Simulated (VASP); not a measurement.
# In3Sb (Pm-3m) in VASP: further runs

The runs below take In3Sb through single point, with r2SCAN.

All numbers are computed with VASP 6.6.1; they aren't measurements. Logs are shortened: lines on timing, memory, paths and dates and some standing lists are left out, and cuts for length are marked.

### 1 The cell of the first run

Symmetry: Pm-3m, No. 221, cubic system. The conventional cell has a = 4.837 Å, b = 4.837 Å, c = 4.837 Å, α = 90.00°, β = 90.00°, γ = 90.00°. Within 4.5 Å of In (site symmetry 4/mmm) lie 8 In at 3.42 Å and 4 Sb at 3.42 Å. Sb (site symmetry m-3m) has 12 In at 3.42 Å within 4.5 Å.

### 2 Single point, r2SCAN

The input, POSCAR:

```
In3Sb
1.0
    4.8369620000      0.0000000000      0.0000000000
    0.0000000000      4.8369620000      0.0000000000
    0.0000000000      0.0000000000      4.8369620000
In Sb
3 1
Direct
    0.5000000000      0.5000000000      0.0000000000
    0.5000000000      0.0000000000      0.5000000000
    0.0000000000      0.5000000000      0.5000000000
    0.0000000000      0.0000000000      0.0000000000
```

The input, INCAR.step1:

```
SYSTEM = In3Sb
ALGO = Normal ; EDIFF = 1E-4
ENCUT = 520 ; GGA = PE
ISMEAR = 0 ; LASPH = .True.
LCHARG = .False. ; LREAL = .False.
LWAVE = .True. ; NBANDS = 30
NELM = 60 ; PREC = Accurate
SIGMA = 0.4
```

The input, INCAR.step2:

```
SYSTEM = In3Sb
ALGO = Normal ; EDIFF = 1E-6
ENCUT = 520 ; ISIF = 2
ISMEAR = 0 ; ISTART = 1
LASPH = .True. ; LCHARG = .False.
LMIXTAU = .True. ; LREAL = .False.
LWAVE = .False. ; METAGGA = R2SCAN
NBANDS = 30 ; NELM = 60
PREC = Accurate ; SIGMA = 0.4
```

The input, KPOINTS:

```
k-points
0
Gamma
  5 5 5
  0 0 0
```

Potentials or basis: VASP PAW PBE potentials, release 64 (In_d, Sb).

Run with:

```
cat potpaw_PBE.64/In_d/POTCAR potpaw_PBE.64/Sb/POTCAR > POTCAR
cp INCAR.step1 INCAR
mpirun -np 1 vasp_std > vasp.out
cp INCAR.step2 INCAR
mpirun -np 1 vasp_std > vasp.out
```

OUTCAR:

```text
SYSTEM = In3Sb
   EDIFF = 1E-6
   ENCUT = 520
   ISIF = 2
   ISMEAR = 0
   ISTART = 1
   LASPH = .True.
   LREAL = .False.
   METAGGA = R2SCAN
   NELM = 60
   PREC = Accurate

 ion  position               nearest neighbor table
   1  0.500  0.500  0.000-   2 3.42   3 3.42   4 3.42   2 3.42   3 3.42   2 3.42   4 3.42   2 3.42
                             3 3.42   4 3.42   3 3.42   4 3.42
   2  0.500  0.000  0.500-   1 3.42   3 3.42   4 3.42   1 3.42   4 3.42   1 3.42   3 3.42   1 3.42
                             3 3.42   4 3.42   4 3.42   3 3.42
   3  0.000  0.500  0.500-   1 3.42   2 3.42   4 3.42   1 3.42   4 3.42   2 3.42   4 3.42   4 3.42
                             1 3.42   2 3.42   1 3.42   2 3.42
   4  0.000  0.000  0.000-   1 3.42   2 3.42   3 3.42   2 3.42   3 3.42   1 3.42   3 3.42   3 3.42
                             1 3.42   2 3.42   2 3.42   1 3.42

  LATTYP: Found a simple cubic cell.
 ALAT       =     4.8369620000

  Lattice vectors:

 A1 = (   4.8369620000,   0.0000000000,   0.0000000000)
 A2 = (   0.0000000000,   4.8369620000,   0.0000000000)
 A3 = (   0.0000000000,   0.0000000000,   4.8369620000)

Analysis of symmetry for initial positions (statically):
=====================================================================
 Subroutine PRICEL returns:
 Original cell was already a primitive cell.

 Routine SETGRP: Setting up the symmetry group for a
 simple cubic supercell.

 Subroutine GETGRP returns: Found 48 space group operations
 (whereof 48 operations were pure point group operations)
 out of a pool of 48 trial point group operations.

The static configuration has the point symmetry O_h .

Analysis of symmetry for dynamics (positions and initial velocities):
=====================================================================
 Subroutine PRICEL returns:
 Original cell was already a primitive cell.

 Routine SETGRP: Setting up the symmetry group for a
 simple cubic supercell.

 Subroutine GETGRP returns: Found 48 space group operations
 (whereof 48 operations were pure point group operations)
 out of a pool of 48 trial point group operations.

The dynamic configuration has the point symmetry O_h .

 Subroutine INISYM returns: Found 48 space group operations
 (whereof 48 operations are pure point group operations),
 and found     1 'primitive' translations

[... 82 lines left out ...]
   NELM   =     60;   NELMIN=  2; NELMDL=  0     # of ELM steps
   EDIFF  = 0.1E-05   stopping-criterion for ELM
   LREAL  =      F    real-space projection
   EDIFFG = 0.1E-04   stopping-criterion for IOM
   NSW    =      0    number of steps for IOM
   IBRION =     -1    ionic relax: 0-MD 1-quasi-New 2-CG
   NFREE  =      0    steps in history (QN), initial steepest desc. (CG)
   ISIF   =      2    stress and relaxation
   ISYM   =      2    0-nonsym 1-usesym 2-fastsym
   POTIM  = 0.5000    time-step for ionic-motion
   TEBEG  =    0.0;   TEEND  =   0.0 temperature during run
   PSTRESS=    0.0 pullay stress
   NELECT =      44.0000    total number of electrons
   NUPDOWN=      -1.0000    fix difference up-down
   EMIN   =  10.00;   EMAX   =-10.00  energy-range for DOS
   EFERMI =   0.00;   METHOD = LEGACY
   ISMEAR =     0;   SIGMA  =   0.40  broadening in eV -4-tet -1-fermi 0-gaus
   EFERMI_NEDOS =   21; number of points for ismear=-14 and -15
   IALGO  =     38    algorithm
   IMIX   =      4    mixing-type and parameters
     AMIX     =   0.40;   BMIX     =  1.00
     AMIX_MAG =   1.60;   BMIX_MAG =  1.00
  volume/ion in A,a.u.               =      28.29       190.92
  Fermi-wavevector in a.u.,A,eV,Ry     =   1.194867  2.257972 19.425148  1.427708
  Thomas-Fermi vector in A             =   2.330847
   LORBIT       =      0    0 simple, 1 ext, 2 COOP (PROOUT), +10 PAW based schemes
   METAGGA = R2SCAN    functional components
   LHFCALC =     F    Hartree Fock is set to
   AEXX    =    0.0000 exact exchange contribution
   IVDW    =     0    specifies the selected vdW correction
   LEPSILON=     F    determine dielectric tensor
   LRPA    =     F    only Hartree local field effects (RPA)
 non-spin polarized calculation
 Gauss-broadening in eV      SIGMA  =   0.40
  energy-cutoff  :      520.00
  volume of cell :      113.17
 maximum number of plane-waves:      3064
 NGX is ok and might be reduce to    36
   NGX = 17   NGY = 17   NGZ = 17

 number of electron      43.9999994 magnetization

 Free energy of the ion-electron system (eV)
  ---------------------------------------------------
  ext. energy  EPLUGINS =         0.00000000
  ---------------------------------------------------
  free energy    TOTEN  =       -93.19028165 eV

  energy without entropy =      -92.97710298  energy(sigma->0) =      -93.08369231

 E-fermi :   6.8973     XC(G=0): -10.5839

 val. band max:        6.8450997101   @ k =   0.4000   0.2000   0.2000
 cond. band min:       6.9204552513   @ k =   0.4000   0.4000   0.2000
 fundamental gap:      0.0753555412
 Fermi energy:         6.8973397368

 k-point     1 :       0.0000    0.0000    0.0000
  band No.  band energies     occupation
      1      -8.4036      2.00000
      2      -8.4036      2.00000
      3      -8.4036      2.00000
      4      -8.4030      2.00000
      5      -8.2710      2.00000
      6      -8.2710      2.00000
[... 319 lines left out ...]
     29      14.3219      0.00000
     30      14.8455      0.00000

------------------------ aborting loop because EDIFF is reached ----------------------------------------

  FORCE on cell =-STRESS in cart. coord.  units (eV):
  Direction    XX          YY          ZZ          XY          YZ          ZX
  --------------------------------------------------------------------------------------
  -------------------------------------------------------------------------------------
  Total       -0.5442202     -0.5442202     -0.5442202     -0.0000000     -0.0000000     -0.0000000
  in kB       -7.7049033     -7.7049033     -7.7049033     -0.0000000     -0.0000000     -0.0000000
  external PRESSURE =      -7.7049033 kB  Pullay stress =       0.0000000 kB

 VOLUME and BASIS-vectors are now :
 -----------------------------------------------------------------------------
  energy-cutoff  :      520.00
  volume of cell :      113.17
      direct lattice vectors                 reciprocal lattice vectors
     4.836962000  0.000000000  0.000000000     0.206741339  0.000000000  0.000000000
     0.000000000  4.836962000  0.000000000     0.000000000  0.206741339  0.000000000
     0.000000000  0.000000000  4.836962000     0.000000000  0.000000000  0.206741339

 POSITION                                       TOTAL-FORCE (eV/Angst)
 -----------------------------------------------------------------------------------
      2.41848      2.41848      0.00000         0.000000      0.000000      0.000000
      2.41848      0.00000      2.41848         0.000000      0.000000      0.000000
      0.00000      2.41848      2.41848         0.000000      0.000000      0.000000
      0.00000      0.00000      0.00000         0.000000      0.000000      0.000000
 -----------------------------------------------------------------------------------
    total drift:                                0.000000      0.000000      0.000000

  FREE ENERGIE OF THE ION-ELECTRON SYSTEM (eV)
  ---------------------------------------------------
  free  energy   TOTEN  =       -93.1902816497 eV

  energy  without entropy=      -92.9771029768  energy(sigma->0) =      -93.08369231
```

OUTCAR.step1:

```text
SYSTEM = In3Sb
   EDIFF = 1E-4
   ENCUT = 520
   GGA = PE
   ISMEAR = 0
[... 546 lines left out ...]
      2.41848      2.41848      0.00000         0.000000      0.000000      0.000000
      2.41848      0.00000      2.41848         0.000000      0.000000      0.000000
      0.00000      2.41848      2.41848         0.000000      0.000000      0.000000
      0.00000      0.00000      0.00000         0.000000      0.000000      0.000000
 -----------------------------------------------------------------------------------
    total drift:                                0.000000      0.000000      0.000000

  FREE ENERGIE OF THE ION-ELECTRON SYSTEM (eV)
  ---------------------------------------------------
  free  energy   TOTEN  =       -11.7412641488 eV

  energy  without entropy=      -11.5221631337  energy(sigma->0) =      -11.63171364
```

OSZICAR.step1:

```text
N       E                     dE             d eps       ncg     rms          rms(c)
DAV:   1     0.382881798170E+03    0.38288E+03   -0.20357E+04   600   0.177E+03
DAV:   2     0.231693063923E+02   -0.35971E+03   -0.35314E+03   606   0.427E+02
DAV:   3    -0.104050703467E+02   -0.33574E+02   -0.32751E+02   700   0.150E+02
DAV:   4    -0.117610701053E+02   -0.13560E+01   -0.13519E+01   718   0.324E+01
DAV:   5    -0.118378391944E+02   -0.76769E-01   -0.76761E-01   894   0.639E+00    0.382E+00
DAV:   6    -0.117513327121E+02    0.86506E-01   -0.23354E-01   780   0.482E+00    0.212E+00
DAV:   7    -0.117427177410E+02    0.86150E-02   -0.43772E-02   758   0.176E+00    0.584E-01
DAV:   8    -0.117413719561E+02    0.13458E-02   -0.28257E-03   776   0.400E-01    0.211E-01
DAV:   9    -0.117412714519E+02    0.10050E-03   -0.64432E-04   588   0.166E-01    0.773E-02
DAV:  10    -0.117412641488E+02    0.73031E-05   -0.35092E-05   408   0.541E-02
   1 F= -.11741264E+02 E0= -.11631714E+02  d E =-.219101E+00
```

Run time: 62 s. Hardware: 1 thread of AMD EPYC 9R45 (Zen 5), shared host; peak memory 0.19 GiB.

What came out:

| Property | Result |
| --- | --- |
| Free energy | -93.1903 eV |
| Pressure | -0.8 GPa |
| Band gap on the k mesh | zero (band 22 reaches 7.24 eV, above the bottom of band 23 at 5.03 eV) |

Caveat: the PAW data sets were made with another functional, which shifts forces and pressure a little; spin-orbit coupling is left out, which moves the levels of the heavy elements.

### 3 Single point, r2SCAN

POSCAR is that of step 2.

The input, INCAR.step1:

```
SYSTEM = In3Sb
PREC = Accurate
ENCUT = 520
ISMEAR = 0
SIGMA = 0.1
LREAL = .FALSE.
LASPH = .TRUE.
NELM = 100
NBANDS = 30
GGA = PE
ALGO = Normal
EDIFF = 1E-4
LWAVE = .TRUE.
LCHARG = .FALSE.
```

The input, INCAR.step2:

```
SYSTEM = In3Sb
PREC = Accurate
ENCUT = 520
EDIFF = 1E-6
ISMEAR = 0
SIGMA = 0.1
LREAL = .FALSE.
LASPH = .TRUE.
NELM = 100
ALGO = Normal
ISIF = 2
LWAVE = .FALSE.
LCHARG = .TRUE.
METAGGA = R2SCAN
LMIXTAU = .TRUE.
LELF = .TRUE.
LVHAR = .TRUE.
NBANDS = 30
ISTART = 1
```

The input, KPOINTS:

```
Automatic mesh
0
G
  6 6 6
  0 0 0
```

Potentials or basis: VASP PAW PBE potentials, release 64 (In_d, Sb).

Run with:

```
cat potpaw_PBE.64/In_d/POTCAR potpaw_PBE.64/Sb/POTCAR > POTCAR
cp INCAR.step1 INCAR
mpirun -np 1 vasp_std > vasp.out
cp INCAR.step2 INCAR
mpirun -np 1 vasp_std > vasp.out
```

Wall time 1.8 min (1 thread of AMD EPYC 9R45 (Zen 5), shared host); peak memory 0.21 GiB.

It converged, with:

```yaml
Free_energy: -93.2153 eV
Pressure: -1.0 GPa
Band_gap_on_the_k_mesh: zero (band 22 reaches 7.28 eV, above the bottom of band 23 at 3.59 eV)
```

Levels at points of the mesh, in eV from the Fermi level:
```tsv
k point	band 19	band 20	band 21	band 22	band 23	band 24	band 25	band 26
(0.00, 0.00, 0.00)	-2.95	-2.95	-2.25	-2.25	2.44	2.44	2.44	4.15
(0.50, 0.00, 0.00)	-1.68	-1.62	-1.62	-0.14	-0.14	0.25	1.37	4.76
(0.50, 0.50, 0.00)	-5.82	-0.64	0.15	0.43	0.43	1.56	1.71	1.71
(0.50, 0.50, 0.50)	-4.45	-4.05	-4.05	-4.05	-3.19	5.65	5.65	5.65
```

Caveat: the PAW data sets were made with another functional, which shifts forces and pressure a little; spin-orbit coupling is left out, which moves the levels of the heavy elements.

### 4 Single point, r2SCAN

POSCAR is that of step 3.

The input, INCAR.step1:

```
  PREC = Accurate
  ENCUT = 520
  ISMEAR = 0
  SIGMA = 0.1
  LREAL = False
  LASPH = True
  NELM = 60
  NBANDS = 30
  GGA = PE
  ALGO = Normal
  EDIFF = 1E-4
  LWAVE = True
  LCHARG = False
```

The input, INCAR.step2:

```
  PREC = Accurate
  ENCUT = 520
  EDIFF = 1E-6
  ISMEAR = 0
  SIGMA = 0.1
  LREAL = False
  LASPH = True
  NELM = 60
  ALGO = Normal
  ISIF = 2
  LWAVE = False
  LCHARG = False
  METAGGA = R2SCAN
  LMIXTAU = True
  NBANDS = 30
  ISTART = 1
```

The input, KPOINTS:

```
Automatic mesh
0
Gamma
  8 8 8
```

Run with:

```
cat potpaw_PBE.64/In_d/POTCAR potpaw_PBE.64/Sb/POTCAR > POTCAR
cp INCAR.step1 INCAR
mpirun -np 1 vasp_std > vasp.out
cp INCAR.step2 INCAR
mpirun -np 1 vasp_std > vasp.out
```

Wall time 3.2 min (1 thread of AMD EPYC 9R45 (Zen 5), shared host); peak memory 0.25 GiB.

It converged, with:

```
Free energy            : -93.1961 eV
Pressure               : -1.4 GPa
Band gap on the k mesh : zero (band 22 reaches 7.25 eV, above the bottom of band 23 at 3.58 eV)
```

Levels at points of the mesh, in eV from the Fermi level:
```
           k point  band 19  band 20  band 21  band 22  band 23  band 24  band 25  band 26
(0.00, 0.00, 0.00)    -2.98    -2.98    -2.27    -2.27     2.42     2.42     2.42     4.13
(0.50, 0.00, 0.00)    -1.69    -1.64    -1.64    -0.16    -0.16     0.23     1.34     4.74
(0.50, 0.50, 0.00)    -5.84    -0.66     0.13     0.41     0.41     1.54     1.68     1.68
(0.50, 0.50, 0.50)    -4.47    -4.08    -4.08    -4.08    -3.21     5.63     5.63     5.63
```

Caveat: the PAW data sets were made with another functional, which shifts forces and pressure a little; spin-orbit coupling is left out, which moves the levels of the heavy elements.

### 5 Overview

```csv
k mesh,smearing,gap on the mesh (eV),pressure (GPa)
5 × 5 × 5,gaussian 0.4 eV,none,-0.8
6 × 6 × 6,gaussian 0.1 eV,none,-1.0
8 × 8 × 8,gaussian 0.1 eV,none,-1.4
```

Alike in all rows: task single point; level r2SCAN; potentials or basis VASP PAW PBE potentials, release 64 (In_d, Sb); no spin polarisation; cell as given; cutoff (eV) 520.

Every run on the cell as given and a fine mesh finds a metal.

Caveats: the PAW data sets were made with another functional, which shifts forces and pressure a little; spin-orbit coupling is left out, which moves the levels of the heavy elements.

Total energies depend on the potentials used, so only differences within one code and one set of settings carry meaning.
